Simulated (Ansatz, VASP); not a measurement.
**Two plane-wave programs on MnSnO4**

```xyz
6
Lattice="3.4598 0.0000 0.0000 0.0000 3.4598 0.0000 0.0000 0.0000 6.2414" Properties=species:S:1:pos:R:3 pbc="T T T"
Mn    0.0000    0.0000    0.0000
Sn    1.7299    1.7299    3.1207
O     0.0000    0.0000    4.3100
O     1.7299    0.0000    0.0000
O     0.0000    1.7299    0.0000
O     0.0000    0.0000    1.9313
```

Alike in both runs: functional PBE; k mesh 4 × 4 × 4; occupations gaussian, width 0.1 eV; collinear spin.

Ansatz relaxed the structure, and its values are those at the end. VASP's run is a single point on that final structure, the one shown.

|  | VASP | Ansatz |
| --- | --- | --- |
| version | VASP 6.6.1 | Ansatz 0.2.0 |
| potentials or method | VASP PAW PBE potentials, release 64 (Mn_pv, Sn_d, O), cutoff 520 eV | scalar-relativistic, plane waves, PAW |
| valence electrons in the cell | 51 | 53 |

Ansatz gave:

| Quantity | Value |
| --- | --- |
| gap on the k mesh at the Fermi level (eV) | none |
| pressure (GPa) | 0.2 |
| rms of the force components (eV/Å) | 0.003 |
| net moment per atom (μB) | 0.19 |
| size of the moment on the site where the two differ most (μB) | 0.99 |

Q: Which values does VASP return?

A: gap on the k mesh at the Fermi level (eV): none; pressure (GPa): 0.6; rms of the force components (eV/Å): 0.026; net moment per atom (μB): 0.19; size of the moment on the site where the two differ most (μB): 1.18.

Site moments also hang on the region over which each program counts them. A gap of «none» marks a metal or a gap that the smearing closes. The functional is the same, so the differences come from potentials, cutoffs and numerics. VASP's potentials hold 51 valence electrons a cell and Ansatz's 53, so a difference there can come from the potentials and not from the codes.

The k mesh is coarse, so the values compare programs but aren't converged.
